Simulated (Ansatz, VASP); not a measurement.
**Bi2Te3: VASP beside Ansatz**

Contents of INCAR:

```
SYSTEM = Bi2Te3
  PREC = Accurate
  ENCUT = 520
  EDIFF = 1E-6
  ISMEAR = 0
  SIGMA = 0.01
  LREAL = .False.
  LASPH = .True.
  NELM = 60
  ALGO = Normal
  ISIF = 2
  LWAVE = .False.
  LCHARG = .False.
  GGA = PS
  NBANDS = 32
```

The input KPOINTS:

```
regular mesh
0
Gamma
  8 8 8
  0 0 0
```

File POSCAR:

```
Bi2Te3
1.0
    2.1911778111      1.2650770991     10.0946047193
   -2.1911778111      1.2650770991     10.0946047193
    0.0000000000     -2.5301541982     10.0946047193
Bi Te
2 3
Direct
    0.3998900370      0.3998900370      0.3998900370
    0.6001099630      0.6001099630      0.6001099630
    0.0000000000      0.0000000000      0.0000000000
    0.2099055104      0.2099055104      0.2099055104
    0.7900944896      0.7900944896      0.7900944896
```

Input for Ansatz:

```yaml
crystal:
  lattice:
    - [2.19117781114, 1.2650770991, 10.09460471934]
    - [-2.19117781114, 1.2650770991, 10.09460471934]
    - [0.0, -2.53015419821, 10.09460471934]
  atoms:
    - { symbol: Bi, position: [0.399890036961, 0.399890036961, 0.399890036961] }
    - { symbol: Bi, position: [0.600109963039, 0.600109963039, 0.600109963039] }
    - { symbol: Te, position: [0.0, 0.0, 0.0] }
    - { symbol: Te, position: [0.209905510442, 0.209905510442, 0.209905510442] }
    - { symbol: Te, position: [0.790094489558, 0.790094489558, 0.790094489558] }
kpoints:
  mp_grid: { grid: [8, 8, 8] }
scf:
  occupations: { method: fixed }
hamiltonian:
  xc: pbesol
  pseudopotentials: { kind: paw }
output:
  forces: true
  stress: true
  eigenvalues: true
  eigenstates:
    nscf_kmesh: { grid: [8, 8, 8] }
    de_dk: true
    e_range: [-9, 10.21306548763]
  optics:
    e_range: [0, 25]
    de: 0.2
    sigma: 0.2
    bands: { spectra_wanted_up_to: 25 }
    nscf_kmesh: { grid: [8, 8, 8] }
checkpoint:
  write: ck
  write_wavefunctions: false
```

Alike in both runs: task single point; functional PBEsol; k mesh 8 × 8 × 8; no spin polarisation.

|  | VASP | Ansatz |
| --- | --- | --- |
| version | VASP 6.6.1 | Ansatz 0.2.0 |
| potentials or method | VASP PAW PBE potentials, release 64 (Bi_d, Te) | PAW with Ansatz's default frozen-core files, scalar-relativistic |
| plane-wave cutoff (eV) | 520 | 420 |
| occupations | gaussian, width 0.01 eV | fixed |
| valence electrons in the cell | 48 | 78 |

```csv
,VASP,Ansatz,Ansatz less VASP
gap on the k mesh at the Fermi level (eV),0.20,0.21,+0.011
pressure (GPa),0.0,0.0,-0.01
rms of the force components (eV/Å),0.008,0.001,-0.0074
```

VASP's potentials were made for PBE, not for PBEsol. Atom by atom the forces differ by 0.007 eV/Å (rms over components). VASP's potentials hold 48 valence electrons a cell and Ansatz's 78, so a difference there can come from the potentials and not from the codes.

Spin-orbit coupling is off throughout.
